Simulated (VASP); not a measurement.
Wanted: the native input for a VASP 6.6.1 run.

- Task: single point
- Functional: LDA
- Potentials or basis: VASP PAW LDA potentials, release 64 (Ti_sv)
- Cutoff: 520 eV
- k mesh: 10 × 10 × 13
- Occupations: fermi-dirac, width 0.1 eV
- Spin: no spin polarisation
- Dipole correction: no
- Further INCAR settings: ALGO = Normal; EDIFF = 1e-07; NBANDS = 25

The structure of Ti lies in POSCAR:

```
Ti
1.0
    3.7906738092      0.0000000000      0.0000000000
   -1.8953369046      3.2828198162      0.0000000000
    0.0000000000      0.0000000000      2.3341637671
Ti
3
Direct
    0.0000000000      0.0000000000      0.0000000000
    0.3333333333      0.6666666667      0.5000000000
    0.6666666667      0.3333333333      0.5000000000
```

These files were run (other wordings do the same):

INCAR

```
PREC = Accurate
ENCUT = 520
EDIFF = 1E-7
ISMEAR = -1
SIGMA = 0.1
LREAL = F
LASPH = T
NELM = 100
ALGO = Normal
ISIF = 2
LWAVE = F
LCHARG = T
GGA = CA
LELF = T
LVHAR = T
NBANDS = 25
```

KPOINTS

```
Automatic mesh
0
Gamma
  10 10 13
```

Potentials or basis: VASP PAW LDA potentials, release 64 (Ti_sv).

The run is started by

```console
$ cat potpaw_LDA.64/Ti_sv/POTCAR > POTCAR
$ mpirun -np 1 vasp_std > vasp.out
```

Results of the run:

```
Pressure               : 140.1 GPa
Band gap on the k mesh : zero (band 18 reaches 16.20 eV, above the bottom of band 19 at 15.03 eV)
```

It took 2 min on 1 thread of Intel Xeon 8259CL, on a shared host, peak memory 0.16 GiB.
